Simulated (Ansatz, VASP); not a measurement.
## HfNbTe4 in VASP and in Ansatz

```
Hf Nb Te
1.0
     5.15176    0.00000    0.00000
     0.00000    5.15176    0.00000
     0.00000    0.00000    7.31990
Hf Nb Te
1 1 4
Direct
  0.00000 0.00000 0.50000
  0.50000 0.50000 0.00000
  0.00000 0.50000 0.25794
  0.50000 0.00000 0.25794
  0.00000 0.50000 0.74206
  0.50000 0.00000 0.74206
```

Change from the starting cell: species swapped into the BaSrI4 type (P4/mmm, No. 123).

Alike in both runs: task single point; functional PBE; k mesh 4 × 4 × 4; occupations gaussian, width 0.1 eV; no spin polarisation.

```csv
,VASP,Ansatz
version,VASP 6.6.1,Ansatz 0.2.0
potentials or method,"VASP PAW PBE potentials, release 64 (Hf_pv, Nb_sv, Te), cutoff 520 eV","scalar-relativistic, plane waves, PAW"
valence electrons in the cell,47,103
```

```tsv
	VASP	Ansatz	Ansatz less VASP
gap on the k mesh at the Fermi level (eV)	none	none	-
pressure (GPa)	-6.7	-6.6	+0.12
traceless stress, the component that is largest in VASP (GPa)	-0.50	-0.50	-0.003
rms of the force components (eV/Å)	0.313	0.318	+0.0054
```

Atom by atom the forces differ by 0.005 eV/Å (rms over components). A gap of «none» marks a metal or a gap that the smearing closes. VASP's potentials hold 47 valence electrons a cell and Ansatz's 103, so a difference there can come from the potentials and not from the codes.

Spin-orbit coupling is off throughout.
